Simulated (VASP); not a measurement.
A run of VASP 6.6.1:

Contents of INCAR:

```
SYSTEM = GeSb4Te4
PREC = Accurate
ENCUT = 520
EDIFF = 1E-6
ISMEAR = 0
SIGMA = 0.15
LREAL = .False.
LASPH = .True.
NELM = 80
ALGO = Normal
ISIF = 2
LWAVE = .False.
LCHARG = .True.
GGA = PS
LELF = .True.
LVHAR = .True.
NBANDS = 39
```

File KPOINTS:

```
regular mesh
0
Gamma
  12 12 4
  0 0 0
```

The input POSCAR:

```
GeSb4Te4
1.0
    3.9252812327      0.0000000000      0.0000000000
   -1.9626406163      3.3993932645      0.0000000000
    0.0000000000      0.0000000000     16.3264383876
Ge Sb Te
1 4 4
Direct
    0.0000000000      0.0000000000      0.0000000000
    0.3333333333      0.6666666667      0.5458633036
    0.6666666667      0.3333333333      0.4541366964
    0.6666666667      0.3333333333      0.7873570402
    0.3333333333      0.6666666667      0.2126429598
    0.3333333333      0.6666666667      0.9032211307
    0.6666666667      0.3333333333      0.0967788693
    0.0000000000      0.0000000000      0.6867444281
    0.0000000000      0.0000000000      0.3132555719
```

Potentials or basis: VASP PAW PBE potentials, release 64 (Ge_d, Sb, Te).

Launch:

```bash
$ cat potpaw_PBE.64/Ge_d/POTCAR potpaw_PBE.64/Sb/POTCAR potpaw_PBE.64/Te/POTCAR > POTCAR
$ mpirun -np 1 vasp_std > vasp.out
```

Hardware: 1 thread of Intel(R) Xeon(R) 6975P-C (Granite Rapids), with other jobs on the host.

Question: Estimate the wall time of this run.

Answer: Run time: 6.2 min on 1 thread of Intel(R) Xeon(R) 6975P-C (Granite Rapids), with other jobs on the host, peak memory 0.69 GiB. Counts: scf iterations 14, k points 69.
